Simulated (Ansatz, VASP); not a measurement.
**HfN in VASP and in Ansatz**

Contents of INCAR:

```
PREC = Accurate
ENCUT = 520
EDIFF = 1E-6
ISMEAR = -1
SIGMA = 0.1
LREAL = False
LASPH = True
NELM = 60
ALGO = Normal
ISIF = 2
LWAVE = False
LCHARG = True
GGA = PS
LELF = True
LVHAR = True
NBANDS = 14
```

File KPOINTS:

```
regular mesh
0
Gamma
  15 15 15
```

POSCAR

```
HfN
1.0
    0.0000000000      2.2508322888      2.2508322888
    2.2508322888      0.0000000000      2.2508322888
    2.2508322888      2.2508322888      0.0000000000
Hf N
1 1
Direct
    0.0000000000      0.0000000000      0.0000000000
    0.5000000000      0.5000000000      0.5000000000
```

Input for Ansatz:

```yaml
crystal:
  lattice:
    - [0.0, 2.2508322888, 2.2508322888]
    - [2.2508322888, 0.0, 2.2508322888]
    - [2.2508322888, 2.2508322888, 0.0]
  atoms:
    - { symbol: Hf, position: [0.0, 0.0, 0.0] }
    - { symbol: "N", position: [0.5, 0.5, 0.5] }
kpoints:
  mp_grid: { grid: [15, 15, 15] }
  band_path:
    path:
      - [0.0, 0.0, 0.0]
      - [0.5, 0.0, 0.5]
      - [0.625, 0.25, 0.625]
      - [0.375, 0.375, 0.75]
      - [0.0, 0.0, 0.0]
      - [0.5, 0.5, 0.5]
      - [0.5, 0.25, 0.75]
      - [0.5, 0.0, 0.5]
    npoints: 8
scf:
  occupations: { method: fermi_dirac, width: 0.1 }
hamiltonian:
  xc: pbesol
  pseudopotentials: { kind: paw }
output:
  forces: true
  stress: true
  eigenvalues: true
  populations: true
  dos: { projected: true, de: 0.2, e_range: [-14, 8] }
```

Change from the starting cell: volume scaled by 1, PAW files.

Alike in both runs: task single point; functional PBEsol; k mesh 15 × 15 × 15; occupations fermi-dirac, width 0.1 eV; no spin polarisation.

```csv
,VASP,Ansatz
version,VASP 6.6.1,Ansatz 0.2.0
potentials or method,"VASP PAW PBE potentials, release 64 (Hf_pv, N)","PAW with Ansatz's default frozen-core files, scalar-relativistic"
plane-wave cutoff (eV),520,420
valence electrons in the cell,15,31
```

VASP gave:

```
pressure (GPa) : -2.1
```

**Question.** Which values does Ansatz return?

**Answer.** Pressure (GPa): 0.0.

VASP's potentials were made for PBE, not for PBEsol. VASP's potentials hold 15 valence electrons a cell and Ansatz's 31, so a difference there can come from the potentials and not from the codes.

Neither program's run includes spin-orbit coupling.
